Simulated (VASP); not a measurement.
# MgO (Cm) in VASP: a series of runs

The runs below take MgO through single point, with LDA.

Program: VASP 6.6.1. These are calculated values, not measurements. Logs are shortened: lines on timing, memory, paths and dates and some standing lists are left out, and cuts for length are marked.

## (1) The cell of the first run

Symmetry: Cm, No. 8, monoclinic system. Conventional cell: a = 5.096 Å, b = 2.942 Å, c = 14.983 Å, α = 90.00°, β = 99.79°, γ = 90.00°. Within 2.8 Å of Mg (site symmetry m) lie 6 O at 2.08 Å. Mg (site symmetry m) has 6 O at 2.08 Å within 2.8 Å. Mg (site symmetry m) has 6 O at 2.08 Å within 2.8 Å. Mg (site symmetry m) has 6 O at 2.08 Å within 2.8 Å. Within 2.8 Å of Mg (site symmetry m) lie 6 O at 2.08 Å. Mg (site symmetry m) has 4 O at 1.77 to 2.08 Å within 2.3 Å. O (site symmetry m) has 6 Mg at 2.08 Å within 2.8 Å. Within 2.8 Å of O (site symmetry m) lie 6 Mg at 2.08 Å.

## (2) Single point, LDA

INCAR

```
ALGO     = Normal         # electronic algorithm
EDIFF    = 1E-7           # SCF threshold, eV
ENCUT    = 520            # plane-wave cutoff, eV
GGA      = CA             # functional
ISIF     = 2              # what is computed and relaxed
ISMEAR   = 0              # smearing method
ISYM     = 0            
LASPH    = T              # aspherical terms in the spheres
LCHARG   = F              # write CHGCAR
LREAL    = F              # projectors in reciprocal space
LWAVE    = F              # write WAVECAR
NBANDS   = 36             # bands
NELM     = 100            # most SCF steps
PREC     = Accurate       # precision mode
SIGMA    = 0.05           # smearing width, eV
```

KPOINTS

```
k-points
0
Gamma
  9 9 2
```

POSCAR

```
MgO
1.0
    2.0806186598     -2.0806186598      0.0000000000
    2.0806186598      0.0000000000     -2.0806186598
    9.5648565632      8.5245472333      7.4842379034
Mg O
6 6
Direct
    1.0000000000     -0.1830553520      0.3661107041
    0.3333333333      0.2316359155      0.2033948356
    0.6666666667      0.4022533804      0.5288265726
    1.0000000000      0.5728708452      0.8542583096
    0.3333333333     -0.0124378872      0.6915424411
    0.6666666667      0.6463271831      0.0406789671
    0.6666666667      0.5242902817      0.2847527699
    0.0000000000     -0.0610184507      0.1220369014
    0.3333333333      0.1095990142      0.4474686383
    0.6666666667      0.2802164790      0.7729003753
    1.0000000000      0.6949077466      0.6101845068
    0.3333333333     -0.1344747886      0.9356162438
```

Potentials or basis: VASP PAW LDA potentials, release 64 (Mg, O).

Started as:

```sh
> cat potpaw_LDA.64/Mg/POTCAR potpaw_LDA.64/O/POTCAR > POTCAR
> mpirun -np 1 vasp_std > vasp.out
```

OUTCAR:

```text
EDIFF = 1E-7
   ENCUT = 520
   GGA = CA
   ISIF = 2
   ISMEAR = 0
   ISYM = 0
   LASPH = T
   LREAL = F
   NELM = 100
   PREC = Accurate

 ion  position               nearest neighbor table
   1  0.000  0.817  0.366-   9 2.08   7 2.08   7 2.08   7 2.08   9 2.08   9 2.08   2 2.94   3 2.94
                             3 2.94   2 2.94   3 2.94   2 2.94
   2  0.333  0.232  0.203-   8 2.08   8 2.08   8 2.08   7 2.08   7 2.08   7 2.08   1 2.94   6 2.94
                             6 2.94   1 2.94   1 2.94   6 2.94
   3  0.667  0.402  0.529-  11 2.08  11 2.08  11 2.08   9 2.08   9 2.08   9 2.08   5 2.94   5 2.94
                             1 2.94   1 2.94   1 2.94   5 2.94
   4  0.000  0.573  0.854-  12 2.08  12 2.08  12 2.08  10 2.08  10 2.08  10 2.08   6 2.88   5 2.94
                             5 2.94   5 2.94   6 3.55   6 3.55
   5  0.333  0.988  0.692-  10 2.08  10 2.08  10 2.08  11 2.08  11 2.08  11 2.08   3 2.94   3 2.94
                             4 2.94   4 2.94   4 2.94   3 2.94
   6  0.667  0.646  0.041-  12 1.77   8 2.08   8 2.08   8 2.08  12 2.73  12 2.73   4 2.88   2 2.94
                             2 2.94   2 2.94   4 3.55   4 3.55
   7  0.667  0.524  0.285-   1 2.08   1 2.08   1 2.08   2 2.08   2 2.08   2 2.08
   8  0.000  0.939  0.122-   2 2.08   2 2.08   2 2.08   6 2.08   6 2.08   6 2.08
   9  0.333  0.110  0.447-   1 2.08   1 2.08   1 2.08   3 2.08   3 2.08   3 2.08
  10  0.667  0.280  0.773-   5 2.08   5 2.08   5 2.08   4 2.08   4 2.08   4 2.08
  11  0.000  0.695  0.610-   3 2.08   3 2.08   3 2.08   5 2.08   5 2.08   5 2.08
  12  0.333  0.866  0.936-   6 1.77   4 2.08   4 2.08   4 2.08   6 2.73   6 2.73

IMPORTANT INFORMATION: All symmetrisations will be switched off!
NOSYMM: (Re-)initialisation of all symmetry stuff for point group C_1.

----------------------------------------------------------------------------------------

                                     Primitive cell

  volume of cell :     110.7076

  direct lattice vectors                    reciprocal lattice vectors
     2.080618660 -2.080618660  0.000000000     0.160208759 -0.320417518  0.160208759
     2.080618660  0.000000000 -2.080618660     0.140657378  0.140657378 -0.339968898
     9.564856563  8.524547233  7.484237903     0.039102761  0.039102761  0.039102761

  length of vectors
     2.942439127  2.942439127 14.838066033     0.392429712  0.393888116  0.067727969

  position of ions in fractional coordinates (direct lattice)
     0.000000000  0.816944648  0.366110704
     0.333333333  0.231635916  0.203394836
     0.666666667  0.402253380  0.528826573
     0.000000000  0.572870845  0.854258310
     0.333333333  0.987562113  0.691542441
     0.666666667  0.646327183  0.040678967
     0.666666667  0.524290282  0.284752770
     0.000000000  0.938981549  0.122036901
     0.333333333  0.109599014  0.447468638
     0.666666667  0.280216479  0.772900375
     0.000000000  0.694907747  0.610184507
     0.333333333  0.865525211  0.935616244

  ion indices of the primitive-cell ions
   primitive index   ion index
                 1           1
                 2           2
                 3           3
                 4           4
                 5           5
                 6           6
                 7           7
                 8           8
                 9           9
                10          10
                11          11
                12          12

----------------------------------------------------------------------------------------

 KPOINTS: k-points

Automatic generation of k-mesh.
 Grid dimensions read from file:
 generate k-points for:    9    9    2

 Generating k-lattice:

  Cartesian coordinates                     Fractional coordinates (reciprocal lattice)
     0.017800973 -0.035601946  0.017800973     0.111111111  0.000000000  0.000000000
     0.015628598  0.015628598 -0.037774322     0.000000000  0.111111111  0.000000000
     0.019551381  0.019551381  0.019551381     0.000000000  0.000000000  0.500000000

  Length of vectors
     0.043603301  0.043765346  0.033863984

  Shift w.r.t. Gamma in fractional coordinates (k-lattice)
     0.000000000  0.000000000  0.000000000

 -----------------------------------------------------------------------------
|                                                                             |
|           W    W    AA    RRRRR   N    N  II  N    N   GGGG   !!!           |
|           W    W   A  A   R    R  NN   N  II  NN   N  G    G  !!!           |
|           W    W  A    A  R    R  N N  N  II  N N  N  G       !!!           |
|           W WW W  AAAAAA  RRRRR   N  N N  II  N  N N  G  GGG   !            |
|           WW  WW  A    A  R   R   N   NN  II  N   NN  G    G                |
|           W    W  A    A  R    R  N    N  II  N    N   GGGG   !!!           |
|                                                                             |
|     Your reciprocal lattice and k-lattice belong to different lattice       |
|     classes:                                                                |
|                                                                             |
|        The reciprocal lattice is body-centered orthorhombic,                |
|        whereas your k-lattice is base-centered monoclinic.                  |
|                                                                             |
|     Results are often still useful ...                                      |
|                                                                             |
 -----------------------------------------------------------------------------

 WARNING: IBZKPT: internal override: KBLOWUP is changed to .FALSE.
      ... skipping the blow-up phase ...

 Subroutine IBZKPT returns following result:
 ===========================================

 Found     82 irreducible k-points:

 Following reciprocal coordinates:
            Coordinates               Weight
  0.000000  0.000000  0.000000      1.000000
  0.111111  0.000000 -0.000000      2.000000
  0.222222  0.000000 -0.000000      2.000000
  0.333333  0.000000 -0.000000      2.000000
  0.444444  0.000000 -0.000000      2.000000
  0.000000  0.111111 -0.000000      2.000000
[... 16 lines left out ...]
 -0.111111  0.222222 -0.000000      2.000000
  0.000000  0.333333 -0.000000      2.000000
 [... further k-points ...]
   k-points           NKPTS =     82   k-points in BZ     NKDIM =     82   number of bands    NBANDS=     36
   number of dos      NEDOS =    301   number of ions     NIONS =     12
   total plane-waves  NPLWV =  64512
   dimension x,y,z NGX =    24 NGY =   24 NGZ =  112
   dimension x,y,z NGXF=    48 NGYF=   48 NGZF=  224
   ions per type =               6   6
   NGX,Y,Z   is equivalent  to a cutoff of  13.56, 13.56, 12.55 a.u.
   NGXF,Y,Z  is equivalent  to a cutoff of  27.12, 27.12, 25.10 a.u.
 SYSTEM =  unknown system
   PREC   = accura    normal or accurate (medium, high low for compatibility)
   ISTART =      0    job   : 0-new  1-cont  2-samecut
   ICHARG =      2    charge: 1-file 2-atom 10-const
   ISPIN  =      1    spin polarized calculation?
   LNONCOLLINEAR =      F non collinear calculations
   LSORBIT =      F    spin-orbit coupling
   LASPH  =      T    aspherical Exc in radial PAW
   ENCUT  =  520.0 eV  38.22 Ry    6.18 a.u.   5.47  5.47 27.59*2*pi/ulx,y,z
   NELM   =    100;   NELMIN=  2; NELMDL= -5     # of ELM steps
   EDIFF  = 0.1E-06   stopping-criterion for ELM
   LREAL  =      F    real-space projection
   EDIFFG = 0.1E-05   stopping-criterion for IOM
   NSW    =      0    number of steps for IOM
   IBRION =     -1    ionic relax: 0-MD 1-quasi-New 2-CG
   NFREE  =      0    steps in history (QN), initial steepest desc. (CG)
   ISIF   =      2    stress and relaxation
   ISYM   =      0    0-nonsym 1-usesym 2-fastsym
   POTIM  = 0.5000    time-step for ionic-motion
   TEBEG  =    0.0;   TEEND  =   0.0 temperature during run
   PSTRESS=    0.0 pullay stress
   NELECT =      48.0000    total number of electrons
   NUPDOWN=      -1.0000    fix difference up-down
   EMIN   =  10.00;   EMAX   =-10.00  energy-range for DOS
   EFERMI =   0.00;   METHOD = LEGACY
   ISMEAR =     0;   SIGMA  =   0.05  broadening in eV -4-tet -1-fermi 0-gaus
   EFERMI_NEDOS =   21; number of points for ismear=-14 and -15
   IALGO  =     38    algorithm
   IMIX   =      4    mixing-type and parameters
     AMIX     =   0.40;   BMIX     =  1.00
     AMIX_MAG =   1.60;   BMIX_MAG =  1.00
  volume/ion in A,a.u.               =       9.23        62.26
  Fermi-wavevector in a.u.,A,eV,Ry     =   1.239071  2.341504 20.888970  1.535296
  Thomas-Fermi vector in A             =   2.373569
   LORBIT       =      0    0 simple, 1 ext, 2 COOP (PROOUT), +10 PAW based schemes
   GGA     = CA    functional components
   LHFCALC =     F    Hartree Fock is set to
   AEXX    =    0.0000 exact exchange contribution
   IVDW    =     0    specifies the selected vdW correction
   LEPSILON=     F    determine dielectric tensor
   LRPA    =     F    only Hartree local field effects (RPA)
 non-spin polarized calculation
 Gauss-broadening in eV      SIGMA  =   0.05
  energy-cutoff  :      520.00
  volume of cell :      110.71
 maximum number of plane-waves:      3043
 NGX is ok and might be reduce to    24
   NGX = 11   NGY = 11   NGZ = 55

 number of electron      48.0000000 magnetization

 Free energy of the ion-electron system (eV)
  ---------------------------------------------------
  ext. energy  EPLUGINS =         0.00000000
  ---------------------------------------------------
  free energy    TOTEN  =       -79.36661589 eV

  energy without entropy =      -79.36661589  energy(sigma->0) =      -79.36661589

 E-fermi :   4.6355     XC(G=0): -11.6293

 val. band max:        4.3436643910   @ k =   0.0000   0.0000   0.5000
 cond. band min:       6.9887555922   @ k =   0.0000   0.0000   0.0000
 fundamental gap:      2.6450912013
 Fermi energy:         4.6354894355

 k-point     1 :       0.0000    0.0000    0.0000
  band No.  band energies     occupation
      1     -14.9951      2.00000
      2     -14.3137      2.00000
      3     -13.7677      2.00000
      4     -13.2350      2.00000
      5     -12.6644      2.00000
      6     -11.9079      2.00000
[... 28 lines left out ...]
     35      16.7213      0.00000
     36      17.9525      0.00000

 k-point     2 :       0.1111    0.0000   -0.0000
  band No.  band energies     occupation
      1     -14.8819      2.00000
      2     -14.2130      2.00000
      3     -13.6722      2.00000
      4     -13.1442      2.00000
      5     -12.5787      2.00000
      6     -11.8355      2.00000
[... 28 lines left out ...]
     35      16.1111      0.00000
     36      17.0840      0.00000
[... 817 lines left out ...]
     35      15.1318      0.00000
     36      15.4566      0.00000

 k-point    24 :       0.0000    0.3333   -0.0000
  band No.  band energies     occupation
      1     -14.2001      2.00000
      2     -13.6258      2.00000
      3     -13.1117      2.00000
      4     -12.5998      2.00000
      5     -12.0662      2.00000
      6     -11.4112      2.00000
[... 28 lines left out ...]
     35      15.0188      0.00000
     36      15.5260      0.00000

 [... further k-points ...]

------------------------ aborting loop because EDIFF is reached ----------------------------------------

  FORCE on cell =-STRESS in cart. coord.  units (eV):
  Direction    XX          YY          ZZ          XY          YZ          ZX
  --------------------------------------------------------------------------------------
  -------------------------------------------------------------------------------------
  Total        0.2536361     -1.6134830      0.2535740     -0.7818258     -0.7818384      0.7726316
  in kB        3.6706593    -23.3505661      3.6697611    -11.3147000    -11.3148813     11.1816399
  external PRESSURE =      -5.3367152 kB  Pullay stress =       0.0000000 kB

 VOLUME and BASIS-vectors are now :
 -----------------------------------------------------------------------------
  energy-cutoff  :      520.00
  volume of cell :      110.71
      direct lattice vectors                 reciprocal lattice vectors
     2.080618660 -2.080618660  0.000000000     0.160208759 -0.320417518  0.160208759
     2.080618660  0.000000000 -2.080618660     0.140657378  0.140657378 -0.339968898
     9.564856563  8.524547233  7.484237903     0.039102761  0.039102761  0.039102761

 POSITION                                       TOTAL-FORCE (eV/Angst)
 -----------------------------------------------------------------------------------
      5.20155      3.12093      1.04031         0.237823      0.238467      0.237889
      3.12093      1.04031      1.04031         0.262336      0.262371      0.262419
      7.28217      3.12093      3.12093         0.239610      0.239616      0.239697
      9.36278      7.28217      5.20155         0.547852      0.420902      0.547927
      9.36278      5.20155      3.12093         0.237860      0.237829      0.237930
      3.12093     -1.04031     -1.04031         0.963819     -0.831775      0.963894
      5.20155      1.04031      1.04031        -0.239278     -0.233591     -0.239302
      3.12093      1.04031     -1.04031        -0.220568      0.011608     -0.220788
      5.20155      3.12093      3.12093        -0.239006     -0.238850     -0.239138
      9.36278      5.20155      5.20155        -0.231021     -0.225413     -0.230915
      7.28217      5.20155      3.12093        -0.239639     -0.239488     -0.239848
     11.44340      7.28217      5.20155        -1.319787      0.358325     -1.319764
 -----------------------------------------------------------------------------------
    total drift:                                0.000395      0.000395     -0.000524

  FREE ENERGIE OF THE ION-ELECTRON SYSTEM (eV)
  ---------------------------------------------------
  free  energy   TOTEN  =       -79.3666158870 eV

  energy  without entropy=      -79.3666158870  energy(sigma->0) =      -79.36661589
```

It took 6 min on 1 thread of Intel Xeon Platinum 8375C at 2.90GHz (Ice Lake), shared host; peak memory 0.37 GiB.

Results:

```
Free energy            : -79.3666 eV
Pressure               : -0.5 GPa
Largest force          : 1.901 eV/Å
Band gap on the k mesh : 2.65 eV, direct
```

Forces on the atoms (eV/Å):
```
Mg   0.238  0.238  0.238
Mg   0.262  0.262  0.262
Mg   0.240  0.240  0.240
Mg   0.548  0.421  0.548
Mg   0.238  0.238  0.238
Mg   0.964 -0.832  0.964
O   -0.239 -0.234 -0.239
O   -0.221  0.012 -0.221
O   -0.239 -0.239 -0.239
O   -0.231 -0.225 -0.231
O   -0.240 -0.239 -0.240
O   -1.320  0.358 -1.320
```

Stress tensor (GPa, compression positive):
```
 0.37 -1.13  1.12
-1.13 -2.34 -1.13
 1.12 -1.13  0.37
```

Caveat: forces of over 1 eV/Å act on the atoms, so gaps and moduli don't describe the material at rest. LDA gaps usually lie below the measured ones, often by a third to a half.

## (3) Single point, LDA

This run uses another cell than the first one, of 9.51 Å³/atom, 1.030 times its volume.

INCAR

```
PREC = Accurate ; ENCUT = 520
EDIFF = 1E-6 ; ISMEAR = 0
SIGMA = 0.05 ; LREAL = False
LASPH = True ; NELM = 60
ALGO = Normal ; ISIF = 2
LWAVE = False ; LCHARG = True
GGA = CA ; LELF = True
LVHAR = True ; ISYM = 0
NBANDS = 36
```

KPOINTS

```
regular mesh
0
Gamma
  9 9 2
```

POSCAR

```
MgO
1.0
    2.0806186598     -2.0806186598      0.0000000000
    2.0806186598      0.0000000000     -2.0806186598
    9.8246641844      8.7843548545      7.7440455246
Mg O
6 6
Direct
    1.0000000000     -0.1776412748      0.3552825496
    0.3333333333      0.2346437362      0.1973791942
    0.6666666667      0.4100737141      0.5131859050
    1.0000000000      0.5855036921      0.8289926158
    0.3333333333     -0.0022112969      0.6710892604
    0.6666666667      0.6469287472      0.0394758388
    0.6666666667      0.5285012307      0.2763308719
    0.0000000000     -0.0592137583      0.1184275165
    0.3333333333      0.1162162197      0.4342342273
    0.6666666667      0.2916461976      0.7500409381
    1.0000000000      0.7039312086      0.5921375827
    0.3333333333     -0.1206388134      0.9079442935
```

Potentials or basis: VASP PAW LDA potentials, release 64 (Mg, O).

Started as:

```sh
> cat potpaw_LDA.64/Mg/POTCAR potpaw_LDA.64/O/POTCAR > POTCAR
> mpirun -np 1 vasp_std > vasp.out
```

It took 11 min on 1 thread of Oxide Virtual Turin-like, shared host; peak memory 0.34 GiB.

Results (log left out):

| Item | Value |
| --- | --- |
| Free energy | -78.3460 eV |
| Pressure | -4.1 GPa |
| Largest force | 3.437 eV/Å |
| Band gap on the k mesh | 0.24 eV, direct |

Forces on the atoms (eV/Å):
```
Mg   0.407  0.407  0.407
Mg   0.430  0.430  0.430
Mg   0.408  0.408  0.408
Mg   1.131  1.096  1.131
Mg   0.406  0.406  0.406
Mg  -2.027 -1.895 -2.027
O   -0.406 -0.403 -0.406
O   -0.365 -0.249 -0.365
O   -0.407 -0.407 -0.407
O   -0.426 -0.423 -0.426
O   -0.409 -0.409 -0.409
O    1.258  1.040  1.258
```

Stress tensor (GPa, compression positive):
```
-4.39 -4.81 -5.62
-4.81 -3.52 -4.81
-5.62 -4.81 -4.39
```

Levels at points of the mesh, in eV from the valence-band top:
| k point | band 20 | band 21 | band 22 | band 23 | band 24 | band 25 | band 26 | band 27 | band 28 | band 29 |
| --- | --- | --- | --- | --- | --- | --- | --- | --- | --- | --- |
| (0.00, 0.00, 0.00) | -2.47 | -1.87 | -1.87 | -0.06 | 0.00 | 0.24 | 2.38 | 3.33 | 3.91 | 4.73 |
| (0.00, 0.00, 0.50) | -2.64 | -1.87 | -1.87 | -0.05 | 0.00 | 0.33 | 2.20 | 3.65 | 3.75 | 4.67 |

Caveat: forces of over 1 eV/Å act on the atoms, so gaps and moduli don't describe the material at rest. A k mesh can miss the band edges.
